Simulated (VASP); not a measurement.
Runs of VASP 6.6.1 on Rh. The structure is that of space group P6_3/mmc (No. 194), or close to it. The cells are those of the table. This isn't the form of Rh at room conditions, which is fcc.

| cell | further INCAR settings | gap on the mesh (eV) | pressure (GPa) |
| --- | --- | --- | --- |
| a = 2.622, b = 2.622, c = 8.495 Å, angles 90.0, 90.0, 120.0°, 4 atoms | ALGO = Fast; EDIFF = 1e-06; NBANDS = 38 | none | 23.6 |
| a = 2.702, b = 2.702, c = 9.426 Å, angles 90.0, 90.0, 120.0°, 4 atoms | ALGO = Fast; EDIFF = 1e-07; NBANDS = 38 | none | -20.9 |
| a = 2.702, b = 2.702, c = 8.029 Å, angles 90.0, 90.0, 120.0°, 4 atoms | ALGO = Fast; EDIFF = 1e-07; NBANDS = 38 | none | 25.8 |
| a = 2.676, b = 2.676, c = 8.262 Å, angles 90.0, 90.0, 120.0°, 4 atoms | ALGO = Fast; EDIFF = 1e-07; NBANDS = 38 | none | (d) |
| a = 2.649, b = 2.649, c = 8.495 Å, angles 90.0, 90.0, 120.0°, 4 atoms | ALGO = Fast; EDIFF = 1e-06; NBANDS = 38 | none | (c) |
| a = 2.595, b = 2.595, c = 8.495 Å, angles 90.0, 90.0, 120.0°, 4 atoms | ALGO = Fast; EDIFF = 1e-06; NBANDS = 38 | none | 32.4 |
| a = 2.729, b = 2.729, c = 8.029 Å, angles 90.0, 90.0, 120.0°, 4 atoms | ALGO = Fast; EDIFF = 1e-06; NBANDS = 38 | none | 18.7 |
| a = 2.649, b = 2.649, c = 8.262 Å, angles 90.0, 90.0, 120.0°, 4 atoms | ALGO = Fast; EDIFF = 1e-06; NBANDS = 38 | none | 27.7 |
| a = 2.676, b = 2.676, c = 8.029 Å, angles 90.0, 90.0, 120.0°, 4 atoms | ALGO = Fast; EDIFF = 1e-06; NBANDS = 38 | none | (a) |
| a = 2.676, b = 2.676, c = 9.426 Å, angles 90.0, 90.0, 120.0°, 4 atoms | ALGO = Fast; EDIFF = 1e-07; NBANDS = 38 | none | -16.8 |
| a = 2.622, b = 2.622, c = 8.728 Å, angles 90.0, 90.0, 120.0°, 4 atoms | ALGO = Fast; EDIFF = 1e-06; NBANDS = 38 | none | (b) |
| a = 2.756, b = 2.756, c = 8.960 Å, angles 90.0, 90.0, 120.0°, 4 atoms | ALGO = Fast; EDIFF = 1e-07; NBANDS = 38 | none | -20.1 |

Alike in all rows: task single point; level PBEsol; potentials or basis VASP PAW PBE potentials, release 64 (Rh_pv); no spin polarisation; k mesh 18 × 18 × 6; cutoff (eV) 520; smearing gaussian 0.15 eV.

Fill in the values left out.

(a) 33.4; (b) 13.3; (c) 15.8; (d) 19.9.

Caveats: the PAW data sets were made with another functional, which shifts forces and pressure a little; the cell stands under pressure (at least some runs); the cell stands under tension (at least some runs).

A k mesh can miss the band edges, and the runs leave out spin-orbit coupling on Rh.

A gap of «none» marks levels without a gap at the run's occupations.
